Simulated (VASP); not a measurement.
KBr:

```
K Br
1.0
     0.00000    3.30225    3.30225
     3.30225    0.00000    3.30225
     3.30225    3.30225    0.00000
K Br
1 1
Direct
  0.00000 0.00000 0.00000
  0.50000 0.50000 0.50000
```

Base run:

```yaml
Program: VASP 6.6.1
Functional: PBE-based screened hybrid
Potentials_or_basis: VASP PAW PBE potentials, release 64 (K_sv, Br)
Cutoff: 520 eV
k_mesh: 4 × 4 × 4
Occupations: gaussian, width 0.01 eV
Spin: no spin polarisation
```

Its results: band gap on the k mesh 4.55 eV, direct; pressure 0.7 GPa.

Question: After a change of settings the same cell gave: band gap on the k mesh 4.80 eV, direct; pressure 0.6 GPa. Which change was it?
A. functional from PBE-based screened hybrid to PBE; cutoff from 520 eV to 500 eV; k mesh from 4 × 4 × 4 to 2 × 2 × 2
B. functional from PBE-based screened hybrid to PBE; cutoff from 520 eV to 500 eV; occupations from gaussian, width 0.01 eV to methfessel-paxton, width 0.5 eV
C. share of exact exchange from 0.05 to 0.1; screening parameter from 0.5 1/Å to 0.3 1/Å

Answer: C.

Caveats: the PAW data sets were made with another functional, which shifts forces and pressure a little.
